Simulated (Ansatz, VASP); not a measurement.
**Two plane-wave programs on ZnS**

```
Zn S
1.0
     0.00000    2.70200    2.70200
     2.70200    0.00000    2.70200
     2.70200    2.70200    0.00000
Zn S
1 1
Direct
  0.75000 0.75000 0.75000
  0.00000 0.00000 0.00000
```

Alike in both runs: functional r2SCAN50; k mesh 5 × 5 × 5; occupations fermi-dirac, width 0.05 eV; no spin polarisation.

```csv
,VASP,Ansatz
version,VASP 6.6.1,Ansatz 0.2.0
potentials or method,"VASP PAW PBE potentials, release 64 (Zn, S)",Ansatz PAW
plane-wave cutoff (eV),520,500
valence electrons in the cell,18,18
task,single point,band structure
```

VASP gave:

| Property | Result |
| --- | --- |
| gap on the k mesh at the Fermi level (eV) | 6.10 |
| least direct gap on the mesh (eV) | 6.10 |
| pressure (GPa) | -0.6 |

**Question.** What did Ansatz give for the same quantities?

**Answer.** gap on the k mesh at the Fermi level (eV): 6.07; least direct gap on the mesh (eV): 6.07; pressure (GPa): -0.3.

VASP's potentials were made for PBE, not for r2SCAN50. With one functional, cell and mesh, what is left measures potentials, basis and numerics.
